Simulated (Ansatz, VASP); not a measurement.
**Sb in VASP and in Ansatz**

```
CELL_PARAMETERS angstrom
2.14709 1.23962 3.65476
-2.14709 1.23962 3.65476
0.00000 -2.47924 3.65476
ATOMIC_POSITIONS crystal
Sb 0.23589 0.23589 0.23589
Sb 0.76411 0.76411 0.76411
```

Alike in both runs: task single point; functional LDA; k mesh 12 × 12 × 12; occupations gaussian, width 0.05 eV; no spin polarisation.

```csv
,VASP,Ansatz
version,VASP 6.6.1,Ansatz 0.2.0
potentials or method,"VASP PAW LDA potentials, release 64 (Sb), cutoff 520 eV","scalar-relativistic, plane waves, PAW"
valence electrons in the cell,10,30
```

```tsv
	VASP	Ansatz	Ansatz less VASP
pressure (GPa)	0.3	0.0	-0.30
traceless stress, the component that is largest in VASP (GPa)	-0.06	0.00	+0.059
rms of the force components (eV/Å)	0.036	0.001	-0.0348
```

LDA's correlation is that of Perdew and Zunger in VASP and of Perdew and Wang (1992) in Ansatz. Atom by atom the forces differ by 0.036 eV/Å (rms over components). VASP's potentials hold 10 valence electrons a cell and Ansatz's 30, so a difference there can come from the potentials and not from the codes.

Neither program's run includes spin-orbit coupling.
